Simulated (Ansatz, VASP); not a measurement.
**Mg4FeO3 in VASP and in Ansatz**

```
Mg Fe O
1.0
     3.90994    0.00000    0.00000
     0.00000    3.90994    0.00000
     0.00000    0.00000    7.72073
Mg Fe O
4 1 3
Direct
  0.50000 0.00000 0.80669
  0.00000 0.50000 0.80669
  0.50000 0.00000 0.19331
  0.00000 0.50000 0.19331
  0.00000 0.00000 0.50000
  0.50000 0.50000 0.80582
  0.50000 0.50000 0.19418
  0.00000 0.00000 0.00000
```

Change from the starting cell: species swapped into the CsZn4As3 type (P4/mmm, No. 123).

Alike in both runs: functional PBE; k mesh 5 × 5 × 2; occupations gaussian, width 0.2 eV; collinear spin.

Ansatz relaxed the structure, and its values are those at the end. VASP's run is a single point on that final structure, the one shown.

|  | VASP | Ansatz |
| --- | --- | --- |
| version | VASP 6.6.1 | Ansatz 0.2.0 |
| potentials or method | VASP PAW PBE potentials, release 64 (Mg, Fe, O), cutoff 600 eV | scalar-relativistic, plane waves, PAW |
| valence electrons in the cell | 34 | 74 |

```csv
,VASP,Ansatz,Ansatz less VASP
gap on the k mesh at the Fermi level (eV),none,none,-
pressure (GPa),-0.1,0.2,+0.30
rms of the force components (eV/Å),0.027,0.003,-0.0235
net moment per atom (μB),0.38,0.36,-0.015
size of the moment on the site where the two differ most (μB),2.87,3.05,+0.173
```

Site moments also hang on the region over which each program counts them. A gap of «none» marks a metal or a gap that the smearing closes. VASP's potentials hold 34 valence electrons a cell and Ansatz's 74, so a difference there can come from the potentials and not from the codes.

The k mesh is coarse, so the values compare programs but aren't converged.
